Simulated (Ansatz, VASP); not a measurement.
**One calculation of Mg, two programs**

File INCAR:

```
PREC = Accurate
ENCUT = 520
EDIFF = 1E-8
ISMEAR = -1
SIGMA = 0.05
LREAL = False
LASPH = True
NELM = 80
ALGO = Normal
ISIF = 2
LWAVE = False
LCHARG = False
GGA = PE
LEFG = True
NBANDS = 9
```

File KPOINTS:

```
Automatic mesh
0
Gamma
  12 12 7
```

POSCAR

```
Mg
1.0
    3.2092715325      0.0160463577      0.0160463577
   -1.5907392128      2.7712874960      0.0058733745
    0.0260516500      0.0260516500      5.2103300000
Mg
2
Direct
    0.3333333333      0.6666666667      0.2500000000
    0.6666666667      0.3333333333      0.7500000000
```

Input for Ansatz:

```yaml
crystal:
  lattice:
    - [3.2092715325, 0.0160463577, 0.0160463577]
    - [-1.5907392128, 2.771287496, 0.0058733745]
    - [0.02605165, 0.02605165, 5.21033]
  atoms:
    - { symbol: Mg, position: [0.3333333333, 0.6666666667, 0.25] }
    - { symbol: Mg, position: [0.6666666667, 0.3333333333, 0.75] }
kpoints:
  mp_grid: { grid: [12, 12, 7] }
scf:
  occupations: { method: fermi_dirac, width: 0.05 }
hamiltonian:
  xc: pbe
  pseudopotentials: { kind: paw }
output:
  forces: true
  stress: true
  eigenvalues: true
  efg: { contact_densities: true }
```

Change from the starting cell: equal xy, yz and zx shear strains of +1 %, PAW files.

Alike in both runs: task electric field gradients; functional PBE; k mesh 12 × 12 × 7; occupations fermi-dirac, width 0.05 eV; no spin polarisation.

|  | VASP | Ansatz |
| --- | --- | --- |
| version | VASP 6.6.1 | Ansatz 0.2.0 |
| potentials or method | VASP PAW PBE potentials, release 64 (Mg) | PAW with Ansatz's default frozen-core files, scalar-relativistic |
| plane-wave cutoff (eV) | 520 | 420 |
| valence electrons in the cell | 4 | 20 |

```csv
,VASP,Ansatz,Ansatz less VASP
pressure (GPa),-0.6,-0.5,+0.13
"traceless stress, the component that is largest in VASP (GPa)",-0.52,-0.52,+0.001
rms of the force components (eV/Å),0.004,0.004,-0.0001
size of Vzz on the site where it differs most (V/Å²),1.1,1.2,+0.07
```

Atom by atom the forces differ by 0.000 eV/Å (rms over components). VASP's potentials hold 4 valence electrons a cell and Ansatz's 20, so a difference there can come from the potentials and not from the codes.
